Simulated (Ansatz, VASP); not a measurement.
## GaGe: VASP beside Ansatz

```
Ge Ga
1.0
     0.00000    2.89784    2.89784
     2.89784    0.00000    2.89784
     2.89784    2.89784    0.00000
Ge Ga
1 1
Direct
  0.99277 0.98973 0.02535
  0.23997 0.24662 0.26427
```

Change from the starting cell: atoms moved at random, drawn with an rms of 0.05 Å.

Alike in both runs: task single point; functional PBEsol; k mesh 8 × 8 × 8; occupations fermi-dirac, width 0.05 eV; no spin polarisation.

```csv
,VASP,Ansatz
version,VASP 6.6.1,Ansatz 0.2.0
potentials or method,"VASP PAW PBE potentials, release 64 (Ge_d, Ga_d), cutoff 520 eV","all-electron LAPW, scalar-relativistic"
```

```csv
,VASP,Ansatz,Ansatz less VASP
gap on the k mesh at the Fermi level (eV),none,none,-
pressure (GPa),-2.4,-2.3,+0.03
"traceless stress, the component that is largest in VASP (GPa)",1.00,1.00,+0.001
rms of the force components (eV/Å),0.115,0.116,+0.0003
```

VASP's potentials were made for PBE, not for PBEsol. Atom by atom the forces differ by 0.000 eV/Å (rms over components). A gap of «none» marks a metal or a gap that the smearing closes. Ansatz ran all-electron here, and VASP with PAW potentials.
